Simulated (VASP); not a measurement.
The system is Li5BiS.

```
CELL_PARAMETERS angstrom
0.00000 3.78828 3.78828
3.78828 0.00000 3.78828
3.78828 3.78828 0.00000
ATOMIC_POSITIONS crystal
Li 0.40837 0.40837 0.40837
Li 0.40837 0.40837 0.77489
Li 0.40837 0.77489 0.40837
Li 0.77489 0.40837 0.40837
Li 0.75000 0.75000 0.75000
Bi 0.25000 0.25000 0.25000
S 0.00000 0.00000 0.00000
```

The cell was generated, and may not be a known phase.

* Program: VASP 6.6.1
* Task: relaxation of cell and atoms
* Functional: PBE
* Potentials or basis: VASP PAW PBE potentials, release 64 (Li_sv, Bi_d, S)
* Cutoff: 600 eV
* k mesh: 4 × 4 × 4
* Occupations: gaussian, width 0.1 eV
* Spin: no spin polarisation

At the start: pressure 28.5 GPa; volume 15.53 Å³/atom.

Where does the relaxation end?

Over 7 steps the energy falls by 787.4 meV/atom and the volume is 28.08 Å³/atom (+80.8 %); space group F-43m (No. 216, to 0.1 Å) before and after.

Step by step:
```csv
step,energy change (eV),largest force (eV/Å),pressure (GPa),volume (Å³)
1,0.0000,0.6774,28.45,108.73
2,-4.7846,0.5038,6.37,158.18
3,-5.4369,0.4765,0.94,187.27
4,-5.4661,0.4881,-0.01,194.83
5,-5.4664,0.4912,-0.25,196.90
6,-5.5044,0.2018,-0.07,196.71
7,-5.5121,0.0009,0.07,196.57
```

Final structure:
```xyz
7
Lattice="0.0000 4.6149 4.6149 4.6149 0.0000 4.6149 4.6149 4.6149 0.0000" Properties=species:S:1:pos:R:3 pbc="T T T"
Li    3.7066    3.7066    3.7066
Li    5.5232    5.5232    3.7066
Li    5.5232    3.7066    5.5232
Li    3.7066    5.5232    5.5232
Li    6.9224    6.9224    6.9224
Bi    2.3075    2.3075    2.3075
S     0.0000    0.0000    0.0000
```

Caveat: the cutoff is under 1.25 times the usual one of these potentials, so pressure, stress and relaxed cells hold a basis-set (Pulay) error; the volume moved by over 15 % at a fixed basis, so the end points are rough.
